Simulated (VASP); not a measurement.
Write the native input for VASP 6.6.1 that does the following.

| Quantity | Value |
| --- | --- |
| Task | single point |
| Functional | LDA |
| Potentials or basis | VASP PAW LDA potentials, release 64 (Zr_sv) |
| Cutoff | 520 eV |
| k mesh | 15 × 15 × 1 |
| Occupations | fermi-dirac, width 0.1 eV |
| Spin | no spin polarisation |
| Dipole correction | yes |
| Further INCAR settings | ALGO = Normal; EDIFF = 1e-06; NBANDS = 19 |

The structure of Zr lies in POSCAR:

```
Zr
1.0
    3.1435815868      0.0000000000      0.0000000000
   -1.5717907934      2.7224215131      0.0000000000
    0.0000000000      0.0000000000     18.5467000000
Zr
2
Direct
    0.8333333330      0.1666666670      0.4313446917
    0.1666666670      0.8333333330      0.5686553083
```

These files were run (other wordings do the same):

INCAR

```
SYSTEM = Zr
PREC = Accurate
ENCUT = 520
EDIFF = 1E-6
ISMEAR = -1
SIGMA = 0.1
LREAL = .FALSE.
LASPH = .TRUE.
NELM = 60
ALGO = Normal
ISIF = 2
LWAVE = .FALSE.
LCHARG = .FALSE.
LDIPOL = .TRUE.
IDIPOL = 3
DIPOL = 0.5 0.5 0.500
NBANDS = 19
```

KPOINTS

```
Automatic mesh
0
G
  15 15 1
  0 0 0
```

Potentials or basis: VASP PAW LDA potentials, release 64 (Zr_sv).

Launch:

```bash
$ cat potpaw_LDA.64/Zr_sv/POTCAR > POTCAR
$ mpirun -np 1 vasp_std > vasp.out
```

It gave:

```yaml
Largest_force: 0.795 eV/Å
Band_gap_on_the_k_mesh: zero (bands 12 and 13 overlap by 0.61 eV)
```

Wall time 35 s on 1 thread of Intel(R) Xeon(R) 6975P-C (Granite Rapids), with other jobs on the host, peak memory 0.24 GiB.
